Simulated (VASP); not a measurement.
Runs of VASP 6.6.1 on Gd. The structure is that of space group P6_3/mmc (No. 194), or close to it. The cells are those of the table. 

```csv
task,spin,cell,k mesh,cutoff (eV),gap on the mesh (eV),pressure (GPa),moment (μB)
single point,"collinear, ferromagnetic start","a = 3.602, b = 3.602, c = 5.776 Å, angles 90.0, 90.0, 120.0°, 2 atoms",14 × 14 × 8,600,none,(b),(a)
single point,"collinear, antiferromagnetic start","a = 3.653, b = 3.653, c = 5.848 Å, angles 90.0, 90.0, 120.0°, 2 atoms",4 × 4 × 3,600,none,-0.1,0.00
relaxation of shape and atoms at fixed volume,"collinear, ferromagnetic start","relaxed from a = 3.678, b = 3.678, c = 5.886 Å, angles 90.0, 90.0, 120.0°, 2 atoms",14 × 14 × 8,600,none,-0.6,15.60
single point,"collinear, ferromagnetic start","a = 3.653, b = 3.653, c = 5.848 Å, angles 90.0, 90.0, 120.0°, 2 atoms",14 × 14 × 8,520,none,0.2,15.59
```

Alike in all rows: level PBE+U; potentials or basis VASP PAW PBE potentials, release 64 (Gd); Gd f U = 6.0 eV; smearing gaussian 0.05 eV.

**Question.** Fill in the values left out.

**Answer.** (a) 15.58; (b) 1.8.

Caveats: some runs use coarse meshes; spin-orbit coupling is left out, which moves the levels of the heavy elements; an empty level that is flat over the whole mesh can mark a ghost state of the potentials, or a narrow d or f band (at least some runs); the antiferromagnetic order is the one typed at the start, and another may lie lower (at least some runs).

A k mesh can miss the band edges, and the runs leave out spin-orbit coupling on Gd.

A gap of «none» marks levels without a gap at the run's occupations.
